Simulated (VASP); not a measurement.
The system is CdI2.

```xyz
3
Lattice="4.2581 0.0000 0.0000 -2.1290 3.6876 0.0000 0.0000 0.0000 6.8818" Properties=species:S:1:pos:R:3 pbc="T T T"
Cd    0.0000    0.0000    0.0000
I     0.0000    2.4584    1.7149
I     2.1290    1.2292    5.1668
```

```yaml
Program: VASP 6.6.1
Task: relaxation of cell and atoms
Functional: PBE
Potentials_or_basis: VASP PAW PBE potentials, release 64 (Cd, I)
Cutoff: 500 eV
k_mesh: 10 × 10 × 6
Occupations: gaussian, width 0.05 eV
Spin: no spin polarisation
```

At the start: pressure 1.6 GPa; volume 36.02 Å³/atom.

Problem. How do energy, volume and symmetry change on relaxing?

Solution. Over 15 steps the energy falls by 16.0 meV/atom and the volume is 40.68 Å³/atom (+12.9 %); space group P-3m1 (No. 164, to 0.1 Å) before and after.

Step by step:
| step | energy change (eV) | largest force (eV/Å) | pressure (GPa) | volume (Å³) |
| --- | --- | --- | --- | --- |
| 1 | 0.0000 | 0.0881 | 1.60 | 108.06 |
| 2 | -0.0242 | 0.1946 | -0.13 | 113.80 |
| 3 | -0.0246 | 0.1651 | 0.04 | 113.13 |
| 4 | -0.0271 | 0.1472 | 0.04 | 113.55 |
| 5 | -0.0329 | 0.0945 | 0.03 | 114.79 |
| 6 | -0.0379 | 0.0082 | 0.04 | 117.31 |
| 7 | -0.0414 | 0.0063 | -0.01 | 118.20 |
| 8 | -0.0467 | 0.0514 | -0.13 | 120.83 |
| 9 | -0.0469 | 0.0610 | -0.15 | 121.33 |
| 10 | -0.0463 | 0.0388 | 0.33 | 120.47 |
| 11 | -0.0475 | 0.0198 | 0.05 | 120.97 |
| 12 | -0.0478 | 0.0076 | 0.04 | 121.35 |
| 13 | -0.0479 | 0.0048 | 0.04 | 121.74 |
| 14 | -0.0479 | 0.0201 | -0.08 | 122.41 |
| 15 | -0.0479 | 0.0060 | -0.01 | 122.03 |

Final structure:
```cif
data_structure
_symmetry_space_group_name_H-M 'P 1'
_symmetry_Int_Tables_number 1
_cell_length_a 4.3388
_cell_length_b 4.3388
_cell_length_c 7.4854
_cell_angle_alpha 90.000
_cell_angle_beta 90.000
_cell_angle_gamma 120.000
_cell_volume 122.03
loop_
_atom_site_label
_atom_site_type_symbol
_atom_site_fract_x
_atom_site_fract_y
_atom_site_fract_z
_atom_site_occupancy
Cd1 Cd 0.00000 0.00000 0.00000 1
I1 I 0.33333 0.66667 0.22950 1
I2 I 0.66667 0.33333 0.77050 1
```

Caveat: this functional lacks dispersion, which binds the layers, so the pressure and a relaxed spacing across them are unreliable.
